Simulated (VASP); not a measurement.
# Ga2O3 (C2/m) in VASP: single point with PBEsol

Aim: the single point of Ga2O3 with PBEsol.

Everything below comes from runs of VASP 6.6.1. Logs are shortened: lines on timing, memory, paths and dates and some standing lists are left out, and cuts for length are marked.

## (1) The cell of the first run

The structure is monoclinic, space group C2/m (No. 12). Conventional cell: a = 12.277 Å, b = 3.047 Å, c = 5.811 Å, α = 90.00°, β = 103.72°, γ = 90.00°. Within 2.4 Å of Ga (site symmetry m) lie 4 O at 1.84 to 1.87 Å. Within 2.6 Å of Ga (site symmetry m) lie 6 O at 1.94 to 2.08 Å. O (site symmetry m) has 3 Ga at 1.84 to 1.95 Å within 2.4 Å. Within 2.5 Å of O (site symmetry m) lie 4 Ga at 1.87 to 2.08 Å. O (site symmetry m) has 3 Ga at 1.84 to 1.94 Å within 2.4 Å.

## (2) Single point, PBEsol

The input, INCAR:

```
SYSTEM = Ga2O3
  PREC = Accurate
  ENCUT = 520
  EDIFF = 1E-7
  ISMEAR = 0
  SIGMA = 0.02
  LREAL = .FALSE.
  LASPH = .TRUE.
  NELM = 100
  ALGO = Normal
  ISIF = 2
  LWAVE = .FALSE.
  LCHARG = .FALSE.
  GGA = PS
  NBANDS = 55
```

The input, KPOINTS:

```
Automatic mesh
0
G
  10 10 6
  0 0 0
```

The input, POSCAR:

```
Ga2O3
1.0
    6.1387376367     -1.5236765087      0.0080976529
    6.1387376367      1.5236765087      0.0080976529
   -1.3857277076      0.0000000000      5.6428550325
Ga O
4 6
Direct
    0.0904853123      0.0904853123      0.7952785594
    0.9095146877      0.9095146877      0.2047214406
    0.6587639587      0.6587639587      0.3144572378
    0.3412360413      0.3412360413      0.6855427622
    0.1652447767      0.1652447767      0.1095371526
    0.8347552233      0.8347552233      0.8904628474
    0.1732335495      0.1732335495      0.5627682457
    0.8267664505      0.8267664505      0.4372317543
    0.4962707561      0.4962707561      0.2559665806
    0.5037292439      0.5037292439      0.7440334194
```

Potentials or basis: VASP PAW PBE potentials, release 64 (Ga_d, O).

On the command line:

```
$ cat potpaw_PBE.64/Ga_d/POTCAR potpaw_PBE.64/O/POTCAR > POTCAR
$ mpirun -np 1 vasp_std > vasp.out
```

OUTCAR:

```text
SYSTEM = Ga2O3
   PREC = Accurate
   ENCUT = 520
   EDIFF = 1E-7
   ISMEAR = 0
   LREAL = .FALSE.
   LASPH = .TRUE.
   NELM = 100
   ISIF = 2
   GGA = PS

 ion  position               nearest neighbor table
   1  0.090  0.090  0.795-   5 1.84  10 1.84  10 1.84   7 1.87
   2  0.910  0.910  0.205-   6 1.84   9 1.84   9 1.84   8 1.87
   3  0.659  0.659  0.314-   9 1.94   5 1.95   5 1.95   8 2.02   7 2.08   7 2.08
   4  0.341  0.341  0.686-  10 1.94   6 1.95   6 1.95   7 2.02   8 2.08   8 2.08
   5  0.165  0.165  0.110-   1 1.84   3 1.95   3 1.95
   6  0.835  0.835  0.890-   2 1.84   4 1.95   4 1.95
   7  0.173  0.173  0.563-   1 1.87   4 2.02   3 2.08   3 2.08
   8  0.827  0.827  0.437-   2 1.87   3 2.02   4 2.08   4 2.08
   9  0.496  0.496  0.256-   2 1.84   2 1.84   3 1.94
  10  0.504  0.504  0.744-   1 1.84   1 1.84   4 1.94

  LATTYP: Found a base centered monoclinic cell.
 ALAT       =    12.2774859551
 B/A-ratio  =     0.2482065977
 C/A-ratio  =     0.4732656513
 COS(beta)  =    -0.2372050666

  Lattice vectors:

 A1 = (   6.1387376367,  -1.5236765087,   0.0080976529)
 A2 = (   6.1387376367,   1.5236765087,   0.0080976529)
 A3 = (  -1.3857277076,   0.0000000000,   5.6428550325)

Analysis of symmetry for initial positions (statically):
=====================================================================
 Subroutine PRICEL returns:
 Original cell was already a primitive cell.

 Routine SETGRP: Setting up the symmetry group for a
 base centered monoclinic supercell.

 Subroutine GETGRP returns: Found  4 space group operations
 (whereof  4 operations were pure point group operations)
 out of a pool of  4 trial point group operations.

The static configuration has the point symmetry C_2h.

Analysis of symmetry for dynamics (positions and initial velocities):
=====================================================================
 Subroutine PRICEL returns:
 Original cell was already a primitive cell.

 Routine SETGRP: Setting up the symmetry group for a
 base centered monoclinic supercell.

 Subroutine GETGRP returns: Found  4 space group operations
 (whereof  4 operations were pure point group operations)
 out of a pool of  4 trial point group operations.

The dynamic configuration has the point symmetry C_2h.

 Subroutine INISYM returns: Found  4 space group operations
 (whereof  4 operations are pure point group operations),
 and found     1 'primitive' translations

----------------------------------------------------------------------------------------

                                     Primitive cell

  volume of cell :     105.5945

  direct lattice vectors                    reciprocal lattice vectors
     6.138737637 -1.523676509  0.008097653     0.081423595 -0.328153645  0.019995362
     6.138737637  1.523676509  0.008097653     0.081423595  0.328153645  0.019995362
    -1.385727708  0.000000000  5.642855032    -0.000233690  0.000000000  0.177157868

  length of vectors
     6.325010312  6.325010312  5.810512387     0.338695189  0.338695189  0.177158022

  position of ions in fractional coordinates (direct lattice)
     0.090485312  0.090485312  0.795278559
     0.909514688  0.909514688  0.204721441
     0.658763959  0.658763959  0.314457238
     0.341236041  0.341236041  0.685542762
     0.165244777  0.165244777  0.109537153
     0.834755223  0.834755223  0.890462847
     0.173233549  0.173233549  0.562768246
     0.826766451  0.826766451  0.437231754
     0.496270756  0.496270756  0.255966581
     0.503729244  0.503729244  0.744033419

  ion indices of the primitive-cell ions
   primitive index   ion index
                 1           1
                 2           2
                 3           3
                 4           4
                 5           5
                 6           6
                 7           7
                 8           8
                 9           9
                10          10

----------------------------------------------------------------------------------------

 KPOINTS: Automatic mesh

Automatic generation of k-mesh.
 Grid dimensions read from file:
 generate k-points for:   10   10    6

 Generating k-lattice:

  Cartesian coordinates                     Fractional coordinates (reciprocal lattice)
     0.008142359 -0.032815364  0.001999536     0.100000000  0.000000000  0.000000000
     0.008142359  0.032815364  0.001999536     0.000000000  0.100000000  0.000000000
    -0.000038948  0.000000000  0.029526311     0.000000000  0.000000000  0.166666667

  Length of vectors
     0.033869519  0.033869519  0.029526337

  Shift w.r.t. Gamma in fractional coordinates (k-lattice)
     0.000000000  0.000000000  0.000000000

 Subroutine IBZKPT returns following result:
 ===========================================

 Found    172 irreducible k-points:

 Following reciprocal coordinates:
            Coordinates               Weight
  0.000000  0.000000  0.000000      1.000000
  0.100000  0.000000  0.000000      4.000000
  0.200000  0.000000  0.000000      4.000000
  0.300000 -0.000000  0.000000      4.000000
  0.400000 -0.000000  0.000000      4.000000
  0.500000 -0.000000  0.000000      2.000000
[... 16 lines left out ...]
  0.300000  0.300000  0.000000      2.000000
  0.400000  0.300000  0.000000      4.000000
 [... further k-points ...]
   k-points           NKPTS =    172   k-points in BZ     NKDIM =    172   number of bands    NBANDS=     55
   number of dos      NEDOS =    301   number of ions     NIONS =     10
   total plane-waves  NPLWV = 110592
   dimension x,y,z NGX =    48 NGY =   48 NGZ =   48
   dimension x,y,z NGXF=    96 NGYF=   96 NGZF=   96
   ions per type =               4   6
   NGX,Y,Z   is equivalent  to a cutoff of  12.62, 12.62, 13.73 a.u.
   NGXF,Y,Z  is equivalent  to a cutoff of  25.23, 25.23, 27.47 a.u.
 SYSTEM =  Ga2O3
   PREC   = accura    normal or accurate (medium, high low for compatibility)
   ISTART =      0    job   : 0-new  1-cont  2-samecut
   ICHARG =      2    charge: 1-file 2-atom 10-const
   ISPIN  =      1    spin polarized calculation?
   LNONCOLLINEAR =      F non collinear calculations
   LSORBIT =      F    spin-orbit coupling
   LASPH  =      T    aspherical Exc in radial PAW
   ENCUT  =  520.0 eV  38.22 Ry    6.18 a.u.  11.76 11.76 10.80*2*pi/ulx,y,z
   NELM   =    100;   NELMIN=  2; NELMDL= -5     # of ELM steps
   EDIFF  = 0.1E-06   stopping-criterion for ELM
   LREAL  =      F    real-space projection
   EDIFFG = 0.1E-05   stopping-criterion for IOM
   NSW    =      0    number of steps for IOM
   IBRION =     -1    ionic relax: 0-MD 1-quasi-New 2-CG
   NFREE  =      0    steps in history (QN), initial steepest desc. (CG)
   ISIF   =      2    stress and relaxation
   ISYM   =      2    0-nonsym 1-usesym 2-fastsym
   POTIM  = 0.5000    time-step for ionic-motion
   TEBEG  =    0.0;   TEEND  =   0.0 temperature during run
   PSTRESS=    0.0 pullay stress
   NELECT =      88.0000    total number of electrons
   NUPDOWN=      -1.0000    fix difference up-down
   EMIN   =  10.00;   EMAX   =-10.00  energy-range for DOS
   EFERMI =   0.00;   METHOD = LEGACY
   ISMEAR =     0;   SIGMA  =   0.02  broadening in eV -4-tet -1-fermi 0-gaus
   EFERMI_NEDOS =   21; number of points for ismear=-14 and -15
   IALGO  =     38    algorithm
   IMIX   =      4    mixing-type and parameters
     AMIX     =   0.40;   BMIX     =  1.00
     AMIX_MAG =   1.60;   BMIX_MAG =  1.00
  volume/ion in A,a.u.               =      10.56        71.26
  Fermi-wavevector in a.u.,A,eV,Ry     =   1.540595  2.911303 32.292532  2.373434
  Thomas-Fermi vector in A             =   2.646660
   LORBIT       =      0    0 simple, 1 ext, 2 COOP (PROOUT), +10 PAW based schemes
   GGA     = PS    functional components
   LHFCALC =     F    Hartree Fock is set to
   AEXX    =    0.0000 exact exchange contribution
   IVDW    =     0    specifies the selected vdW correction
   LEPSILON=     F    determine dielectric tensor
   LRPA    =     F    only Hartree local field effects (RPA)
 non-spin polarized calculation
 Gauss-broadening in eV      SIGMA  =   0.02
  energy-cutoff  :      520.00
  volume of cell :      105.59
 maximum number of plane-waves:      2868
   NGX = 23   NGY = 23   NGZ = 21

 number of electron      88.0000013 magnetization

 Free energy of the ion-electron system (eV)
  ---------------------------------------------------
  ext. energy  EPLUGINS =         0.00000000
  ---------------------------------------------------
  free energy    TOTEN  =       -63.89548576 eV

  energy without entropy =      -63.89548576  energy(sigma->0) =      -63.89548576

 E-fermi :   3.7810     XC(G=0): -11.8586

 val. band max:        3.6695861986   @ k =   0.5000   0.4000   0.5000
 cond. band min:       5.8923072990   @ k =   0.0000   0.0000   0.0000
 fundamental gap:      2.2227211004
 Fermi energy:         3.7810495815

 k-point     1 :       0.0000    0.0000    0.0000
  band No.  band energies     occupation
      1     -15.1862      2.00000
      2     -13.9945      2.00000
      3     -13.9754      2.00000
      4     -13.8683      2.00000
      5     -13.3881      2.00000
      6     -13.3769      2.00000
[... 47 lines left out ...]
     54      15.8161      0.00000
     55      16.0925      0.00000

 k-point     2 :       0.1000    0.0000    0.0000
  band No.  band energies     occupation
      1     -15.1072      2.00000
      2     -13.9836      2.00000
      3     -13.9621      2.00000
      4     -13.8090      2.00000
      5     -13.3901      2.00000
      6     -13.3770      2.00000
[... 47 lines left out ...]
     54      15.1673      0.00000
     55      15.3871      0.00000

 k-point     3 :       0.2000    0.0000    0.0000
  band No.  band energies     occupation
      1     -14.8849      2.00000
      2     -13.9593      2.00000
      3     -13.8825      2.00000
      4     -13.7037      2.00000
      5     -13.3937      2.00000
      6     -13.3770      2.00000
[... 1152 lines left out ...]
 k-point    23 :       0.3000    0.3000    0.0000
  band No.  band energies     occupation
      1     -15.0264      2.00000
      2     -14.4011      2.00000
      3     -13.9803      2.00000
      4     -13.6344      2.00000
      5     -13.3975      2.00000
      6     -13.3770      2.00000
[... 47 lines left out ...]
     54      15.6849      0.00000
     55      15.8902      0.00000

 k-point    24 :       0.4000    0.3000    0.0000
  band No.  band energies     occupation
      1     -14.9040      2.00000
      2     -14.4319      2.00000
      3     -13.9462      2.00000
      4     -13.6035      2.00000
      5     -13.3966      2.00000
      6     -13.3779      2.00000
[... 47 lines left out ...]
     54      14.8193      0.00000
     55      16.0430      0.00000

 [... further k-points ...]

------------------------ aborting loop because EDIFF is reached ----------------------------------------

  FORCE on cell =-STRESS in cart. coord.  units (eV):
  Direction    XX          YY          ZZ          XY          YZ          ZX
  --------------------------------------------------------------------------------------
  -------------------------------------------------------------------------------------
  Total        0.1724307      0.2837722      0.2048562      0.0000000      0.0000000      0.0128866
  in kB        2.6162780      4.3056532      3.1082673      0.0000000      0.0000000      0.1955275
  external PRESSURE =       3.3433995 kB  Pullay stress =       0.0000000 kB

 VOLUME and BASIS-vectors are now :
 -----------------------------------------------------------------------------
  energy-cutoff  :      520.00
  volume of cell :      105.59
      direct lattice vectors                 reciprocal lattice vectors
     6.138737637 -1.523676509  0.008097653     0.081423595 -0.328153645  0.019995362
     6.138737637  1.523676509  0.008097653     0.081423595  0.328153645  0.019995362
    -1.385727708  0.000000000  5.642855032    -0.000233690  0.000000000  0.177157868

 POSITION                                       TOTAL-FORCE (eV/Angst)
 -----------------------------------------------------------------------------------
      0.00889      0.00000      4.48911        -0.002018      0.000000      0.002930
     10.88286      0.00000      1.16994         0.002018      0.000000     -0.002930
      7.65221      0.00000      1.78511        -0.012463      0.000000     -0.015483
      3.23954      0.00000      3.87394         0.012463      0.000000      0.015483
      1.87700      0.00000      0.62078         0.008230      0.000000     -0.020191
      9.01475      0.00000      5.03827        -0.008230      0.000000      0.020191
      1.34703      0.00000      3.17843        -0.015544      0.000000      0.013474
      9.54472      0.00000      2.48063         0.015544      0.000000     -0.013474
      5.73825      0.00000      1.45242        -0.007441      0.000000     -0.000077
      5.15350      0.00000      4.20663         0.007441      0.000000      0.000077
 -----------------------------------------------------------------------------------
    total drift:                               -0.000000      0.000000      0.000000

  FREE ENERGIE OF THE ION-ELECTRON SYSTEM (eV)
  ---------------------------------------------------
  free  energy   TOTEN  =       -63.8954857551 eV

  energy  without entropy=      -63.8954857551  energy(sigma->0) =      -63.89548576
```

Run time: 79 min. Hardware: 1 thread of Oxide Virtual Turin-like, shared host; peak memory 0.79 GiB.

What came out:

```
Free energy            : -63.8955 eV
Pressure               : 0.3 GPa
Largest force          : 0.022 eV/Å
Band gap on the k mesh : 2.22 eV (least direct gap 2.24 eV)
```

Forces in eV/Å, atoms in the order of the input:
```
Ga  -0.002  0.000  0.003
Ga   0.002  0.000 -0.003
Ga  -0.012  0.000 -0.015
Ga   0.012  0.000  0.015
O    0.008  0.000 -0.020
O   -0.008  0.000  0.020
O   -0.016  0.000  0.013
O    0.016  0.000 -0.013
O   -0.007  0.000  0.000
O    0.007  0.000  0.000
```

Stress tensor (GPa, compression positive):
```
0.26 0.00 0.02
0.00 0.43 0.00
0.02 0.00 0.31
```

Caveat: the PAW data sets were made with another functional, which shifts forces and pressure a little. A hybrid or GW would open this gap; PBEsol tends to underestimate it.
